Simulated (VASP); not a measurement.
# InSe (R3m) in VASP: single point with PBE+D3(BJ)

Aim: the single point of InSe with PBE+D3(BJ).

Everything below comes from runs of VASP 6.6.1. Logs are shortened: lines on timing, memory, paths and dates and some standing lists are left out, and cuts for length are marked.

**Measured values to compare with.**

“The Interaction of Hydrogen with the van der Waals Crystal γ-InSe”, 2020, pmc:7321205 reports, for a bulk crystal of InSe at 300 K: band gap 1.25 eV.

How close the calculation comes is told below.

## 1. The cell of the first run

It takes space group R3m (No. 160, trigonal). The conventional cell has a = 4.036 Å, b = 4.036 Å, c = 24.910 Å, α = 90.00°, β = 90.00°, γ = 120.00°. In (site symmetry 3m) has 3 Se at 2.66 Å and 1 In at 2.79 Å within 3.5 Å. Within 3.5 Å of In (site symmetry 3m) lie 3 Se at 2.66 Å and 1 In at 2.79 Å. Within 3.5 Å of Se (site symmetry 3m) lie 3 In at 2.66 Å. Within 3.5 Å of Se (site symmetry 3m) lie 3 In at 2.66 Å.

## 2. Single point, PBE+D3(BJ)

Contents of INCAR:

```
PREC = Accurate ; ENCUT = 520
EDIFF = 1E-7 ; ISMEAR = 0
SIGMA = 0.03 ; LREAL = F
LASPH = T ; NELM = 80
ALGO = Normal ; ISIF = 2
LWAVE = F ; LCHARG = F
GGA = PE ; IVDW = 12
NBANDS = 27 ; LUSENCCL = F
```

Contents of KPOINTS:

```
Automatic mesh
0
Gamma
  12 12 12
```

Contents of POSCAR:

```
InSe
1.0
    2.0181972250      1.1652067111      8.3033250854
   -2.0181972250      1.1652067111      8.3033250854
    0.0000000000     -2.3304134223      8.3033250854
In Se
2 2
Direct
    0.0000475051      0.0000475051      0.0000475051
    0.1121766890      0.1121766890      0.1121766890
    0.6151385375      0.6151385375      0.6151385375
    0.8303372684      0.8303372684      0.8303372684
```

Potentials or basis: VASP PAW PBE potentials, release 64 (In_d, Se).

Launch:

```
> cat potpaw_PBE.64/In_d/POTCAR potpaw_PBE.64/Se/POTCAR > POTCAR
> mpirun -np 1 vasp_std > vasp.out
```

OUTCAR:

```text
PREC = Accurate
   ENCUT = 520
   EDIFF = 1E-7
   ISMEAR = 0
   LREAL = F
   LASPH = T
   NELM = 80
   ISIF = 2
   GGA = PE
   IVDW = 12
 IVDW          = 12

 ion  position               nearest neighbor table
   1  0.000  0.000  0.000-   3 2.66   3 2.66   3 2.66   2 2.79
   2  0.112  0.112  0.112-   4 2.66   4 2.66   4 2.66   1 2.79
   3  0.615  0.615  0.615-   1 2.66   1 2.66   1 2.66
   4  0.830  0.830  0.830-   2 2.66   2 2.66   2 2.66

  LATTYP: Found a trigonal (rhomboedric) cell.
 ALAT       =     8.6241541146
 COS(alpha) =     0.8904722446

  Lattice vectors:

 A1 = (   2.0181972250,   1.1652067111,   8.3033250854)
 A2 = (  -2.0181972250,   1.1652067111,   8.3033250854)
 A3 = (   0.0000000000,  -2.3304134223,   8.3033250854)

Analysis of symmetry for initial positions (statically):
=====================================================================
 Subroutine PRICEL returns:
 Original cell was already a primitive cell.

 Routine SETGRP: Setting up the symmetry group for a
 trigonal (rhombohedral) supercell.

 Subroutine GETGRP returns: Found  6 space group operations
 (whereof  6 operations were pure point group operations)
 out of a pool of 12 trial point group operations.

The static configuration has the point symmetry C_3v.

Analysis of symmetry for dynamics (positions and initial velocities):
=====================================================================
 Subroutine PRICEL returns:
 Original cell was already a primitive cell.

 Routine SETGRP: Setting up the symmetry group for a
 trigonal (rhombohedral) supercell.

 Subroutine GETGRP returns: Found  6 space group operations
 (whereof  6 operations were pure point group operations)
 out of a pool of 12 trial point group operations.

The dynamic configuration has the point symmetry C_3v.

 Subroutine INISYM returns: Found  6 space group operations
 (whereof  6 operations are pure point group operations),
 and found     1 'primitive' translations

----------------------------------------------------------------------------------------

                                     Primitive cell

  volume of cell :     117.1574

  direct lattice vectors                    reciprocal lattice vectors
     2.018197225  1.165206711  8.303325085     0.247745856  0.143036137  0.040144560
    -2.018197225  1.165206711  8.303325085    -0.247745856  0.143036137  0.040144560
     0.000000000 -2.330413422  8.303325085     0.000000000 -0.286072274  0.040144560

  length of vectors
     8.624154115  8.624154115  8.624154115     0.288875287  0.288875287  0.288875287

  position of ions in fractional coordinates (direct lattice)
     0.000047505  0.000047505  0.000047505
     0.112176689  0.112176689  0.112176689
     0.615138538  0.615138538  0.615138538
     0.830337268  0.830337268  0.830337268

  ion indices of the primitive-cell ions
   primitive index   ion index
                 1           1
                 2           2
                 3           3
                 4           4

----------------------------------------------------------------------------------------

 KPOINTS: Automatic mesh

Automatic generation of k-mesh.
 Grid dimensions read from file:
 generate k-points for:   12   12   12

 Generating k-lattice:

  Cartesian coordinates                     Fractional coordinates (reciprocal lattice)
     0.020645488  0.011919678  0.003345380     0.083333333  0.000000000  0.000000000
    -0.020645488  0.011919678  0.003345380     0.000000000  0.083333333  0.000000000
     0.000000000 -0.023839356  0.003345380    -0.000000000 -0.000000000  0.083333333

  Length of vectors
     0.024072941  0.024072941  0.024072941

  Shift w.r.t. Gamma in fractional coordinates (k-lattice)
     0.000000000  0.000000000  0.000000000

 Subroutine IBZKPT returns following result:
 ===========================================

 Found    189 irreducible k-points:

 Following reciprocal coordinates:
            Coordinates               Weight
  0.000000  0.000000  0.000000      1.000000
  0.083333  0.000000  0.000000      6.000000
  0.166667  0.000000  0.000000      6.000000
  0.250000  0.000000  0.000000      6.000000
  0.333333  0.000000  0.000000      6.000000
  0.416667  0.000000  0.000000      6.000000
[... 16 lines left out ...]
  0.500000  0.166667  0.000000     12.000000
 -0.416667  0.166667  0.000000     12.000000
 [... further k-points ...]
   k-points           NKPTS =    189   k-points in BZ     NKDIM =    189   number of bands    NBANDS=     27
   number of dos      NEDOS =    301   number of ions     NIONS =      4
   total plane-waves  NPLWV = 262144
   dimension x,y,z NGX =    64 NGY =   64 NGZ =   64
   dimension x,y,z NGXF=   128 NGYF=  128 NGZF=  128
   ions per type =               2   2
   NGX,Y,Z   is equivalent  to a cutoff of  12.34, 12.34, 12.34 a.u.
   NGXF,Y,Z  is equivalent  to a cutoff of  24.67, 24.67, 24.67 a.u.
 SYSTEM =  unknown system
   PREC   = accura    normal or accurate (medium, high low for compatibility)
   ISTART =      0    job   : 0-new  1-cont  2-samecut
   ICHARG =      2    charge: 1-file 2-atom 10-const
   ISPIN  =      1    spin polarized calculation?
   LNONCOLLINEAR =      F non collinear calculations
   LSORBIT =      F    spin-orbit coupling
   LASPH  =      T    aspherical Exc in radial PAW
   ENCUT  =  520.0 eV  38.22 Ry    6.18 a.u.  16.04 16.04 16.04*2*pi/ulx,y,z
   NELM   =     80;   NELMIN=  2; NELMDL= -5     # of ELM steps
   EDIFF  = 0.1E-06   stopping-criterion for ELM
   LREAL  =      F    real-space projection
   EDIFFG = 0.1E-05   stopping-criterion for IOM
   NSW    =      0    number of steps for IOM
   IBRION =     -1    ionic relax: 0-MD 1-quasi-New 2-CG
   NFREE  =      0    steps in history (QN), initial steepest desc. (CG)
   ISIF   =      2    stress and relaxation
   ISYM   =      2    0-nonsym 1-usesym 2-fastsym
   POTIM  = 0.5000    time-step for ionic-motion
   TEBEG  =    0.0;   TEEND  =   0.0 temperature during run
   PSTRESS=    0.0 pullay stress
   NELECT =      38.0000    total number of electrons
   NUPDOWN=      -1.0000    fix difference up-down
   EMIN   =  10.00;   EMAX   =-10.00  energy-range for DOS
   EFERMI =   0.00;   METHOD = LEGACY
   ISMEAR =     0;   SIGMA  =   0.03  broadening in eV -4-tet -1-fermi 0-gaus
   EFERMI_NEDOS =   21; number of points for ismear=-14 and -15
   IALGO  =     38    algorithm
   IMIX   =      4    mixing-type and parameters
     AMIX     =   0.40;   BMIX     =  1.00
     AMIX_MAG =   1.60;   BMIX_MAG =  1.00
  volume/ion in A,a.u.               =      29.29       197.65
  Fermi-wavevector in a.u.,A,eV,Ry     =   1.124811  2.125584 17.214076  1.265199
  Thomas-Fermi vector in A             =   2.261484
   LORBIT       =      0    0 simple, 1 ext, 2 COOP (PROOUT), +10 PAW based schemes
   GGA     = PE    functional components
   LHFCALC =     F    Hartree Fock is set to
   AEXX    =    0.0000 exact exchange contribution
   IVDW    =    12    specifies the selected vdW correction
   LEPSILON=     F    determine dielectric tensor
   LRPA    =     F    only Hartree local field effects (RPA)
 non-spin polarized calculation
 Gauss-broadening in eV      SIGMA  =   0.03
  energy-cutoff  :      520.00
  volume of cell :      117.16
 maximum number of plane-waves:      3182
   NGX = 33   NGY = 33   NGZ = 33

 number of electron      37.9999996 magnetization

 Free energy of the ion-electron system (eV)
  ---------------------------------------------------
  ext. energy  EPLUGINS =         0.00000000
  ---------------------------------------------------
  free energy    TOTEN  =       -14.15568568 eV

  energy without entropy =      -14.15568568  energy(sigma->0) =      -14.15568568

 E-fermi :   4.2842     XC(G=0):  -8.9170

 val. band max:        4.1413982920   @ k =   0.5000   0.5000   0.5000
 cond. band min:       4.4288157877   @ k =   0.5000   0.5000   0.5000
 fundamental gap:      0.2874174957
 Fermi energy:         4.2841713893

 k-point     1 :       0.0000    0.0000    0.0000
  band No.  band energies     occupation
      1     -10.7051      2.00000
      2     -10.5190      2.00000
      3     -10.5190      2.00000
      4     -10.4354      2.00000
      5     -10.4354      2.00000
      6     -10.4279      2.00000
[... 19 lines left out ...]
     26       9.5098      0.00000
     27      11.5841      0.00000

 k-point     2 :       0.0833    0.0000    0.0000
  band No.  band energies     occupation
      1     -10.7048      2.00000
      2     -10.5453      2.00000
      3     -10.5180      2.00000
      4     -10.4608      2.00000
      5     -10.4307      2.00000
      6     -10.4298      2.00000
[... 19 lines left out ...]
     26       9.6713      0.00000
     27      11.6535      0.00000

 k-point     3 :       0.1667    0.0000    0.0000
  band No.  band energies     occupation
      1     -10.7080      2.00000
      2     -10.6014      2.00000
      3     -10.5225      2.00000
      4     -10.5161      2.00000
      5     -10.4348      2.00000
      6     -10.4177      2.00000
[... 19 lines left out ...]
     26      10.0523      0.00000
     27      10.9570      0.00000

 k-point     4 :       0.2500    0.0000    0.0000
  band No.  band energies     occupation
      1     -10.7318      2.00000
      2     -10.6414      2.00000
      3     -10.5933      2.00000
      4     -10.5152      2.00000
      5     -10.4414      2.00000
      6     -10.4000      2.00000
[... 19 lines left out ...]
     26      10.5005      0.00000
     27      10.7875      0.00000
[... 516 lines left out ...]
      4     -10.5239      2.00000
      5     -10.4407      2.00000
      6     -10.3860      2.00000
[... 19 lines left out ...]
     26      10.7779      0.00000
     27      11.0930      0.00000

 k-point    23 :       0.5000    0.1667    0.0000
  band No.  band energies     occupation
      1     -10.8073      2.00000
      2     -10.7024      2.00000
      3     -10.6480      2.00000
      4     -10.5274      2.00000
      5     -10.4419      2.00000
      6     -10.3782      2.00000
[... 19 lines left out ...]
     26      10.9849      0.00000
     27      11.5898      0.00000

 k-point    24 :      -0.4167    0.1667    0.0000
  band No.  band energies     occupation
      1     -10.8173      2.00000
      2     -10.7123      2.00000
      3     -10.6472      2.00000
      4     -10.5288      2.00000
      5     -10.4423      2.00000
      6     -10.3753      2.00000
[... 19 lines left out ...]
     26      11.1201      0.00000
     27      11.8145      0.00000

 [... further k-points ...]

------------------------ aborting loop because EDIFF is reached ----------------------------------------

 Edisp (eV)   -1.19899

 E8    (eV) :    -0.5499

  FORCE on cell =-STRESS in cart. coord.  units (eV):
  Direction    XX          YY          ZZ          XY          YZ          ZX
  --------------------------------------------------------------------------------------
  -------------------------------------------------------------------------------------
  Total       0.03394     0.03394     0.02666     0.00000    -0.00000     0.00000
  in kB       0.46414     0.46414     0.36460     0.00000    -0.00000     0.00000
  external pressure =        0.43 kB  Pullay stress =        0.00 kB

 VOLUME and BASIS-vectors are now :
 -----------------------------------------------------------------------------
  energy-cutoff  :      520.00
  volume of cell :      117.16
      direct lattice vectors                 reciprocal lattice vectors
     2.018197225  1.165206711  8.303325085     0.247745856  0.143036137  0.040144560
    -2.018197225  1.165206711  8.303325085    -0.247745856  0.143036137  0.040144560
     0.000000000 -2.330413422  8.303325085     0.000000000 -0.286072274  0.040144560

 POSITION                                       TOTAL-FORCE (eV/Angst)
 -----------------------------------------------------------------------------------
      0.00000     -0.00000      0.00118         0.000000     -0.000000      0.012115
      0.00000     -0.00000      2.79432         0.000000      0.000000     -0.012080
      0.00000     -0.00000     15.32309         0.000000      0.000000     -0.013326
      0.00000     -0.00000     20.68368         0.000000     -0.000000      0.013292
 -----------------------------------------------------------------------------------
    total drift:                                0.000000     -0.000000     -0.000149

  FREE ENERGIE OF THE ION-ELECTRON SYSTEM (eV)
  ---------------------------------------------------
  free  energy   TOTEN  =       -15.3546751225 eV

  energy  without entropy=      -15.3546751225  energy(sigma->0) =      -15.35467512
```

Wall time 9.6 min (1 × NVIDIA H100 80GB with 1 thread of AMD EPYC 7R13 (Zen 3), shared host); peak memory 1.9 GiB.

Results:

```
Free energy                : -15.3547 eV
Pressure                   : 0.0 GPa
Largest force              : 0.013 eV/Å
Band gap on the k mesh     : 0.29 eV
Dispersion energy per atom : -0.300 eV
```

Forces on the atoms (eV/Å):
```
In   0.000  0.000  0.012
In   0.000  0.000 -0.012
Se   0.000  0.000 -0.013
Se   0.000  0.000  0.013
```

Caveat: semilocal functionals underestimate gaps, and a narrow one can read as zero; spin-orbit coupling is left out, which moves the levels of the heavy elements.

## 3. How close it comes

Step 2. Measured gap of InSe: 1.25 eV (300 K; “The Interaction of Hydrogen with the van der Waals Crystal γ-InSe”, 2020, pmc:7321205). This calculation gives 0.29 eV (-0.96 eV). Spin-orbit coupling on In, Se is left out. The value is that of PBE+D3(BJ) on a finite k mesh, which can miss the band edges, without temperature or zero-point motion. Semilocal functionals fall short of measured gaps as a rule.
